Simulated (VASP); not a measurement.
Runs of VASP 6.6.1 on NaI. The structure is that of space group Fm-3m (No. 225), or close to it. The cells are those of the table. 

```csv
level,cell,smearing,gap on the mesh (eV),pressure (GPa)
PBE,"a = 4.589 Å, angles 58.2°, 2 atoms",fermi-dirac 0.02 eV,3.66,1.0
r2SCAN,"a = 4.494 Å, angles 60.0°, 2 atoms",gaussian 0.01 eV,(b),0.8
r2SCAN,"a = 4.568, b = 4.603, c = 4.603 Å, angles 59.5, 60.3, 60.3°, 2 atoms",gaussian 0.01 eV,4.40,-0.3
PBE,"a = 4.568, b = 4.603, c = 4.603 Å, angles 59.5, 60.3, 60.3°, 2 atoms",fermi-dirac 0.02 eV,(c),(d)
r2SCAN,"a = 4.589 Å, angles 58.2°, 2 atoms",gaussian 0.01 eV,(a),0.5
PBE,"a = 4.494 Å, angles 60.0°, 2 atoms",fermi-dirac 0.02 eV,3.79,1.5
```

Alike in all rows: task single point; potentials or basis VASP PAW PBE potentials, release 64 (Na_pv, I); no spin polarisation; k mesh 8 × 8 × 8; cutoff (eV) 520.

Task: Fill in the values left out.

Result: (a) 4.46; (b) 4.62; (c) 3.61; (d) 0.3.

Caveats: spin-orbit coupling is left out, which moves the levels of the heavy elements; the PAW data sets were made with another functional, which shifts forces and pressure a little (at least some runs).

A k mesh can miss the band edges, and the runs leave out spin-orbit coupling on I.
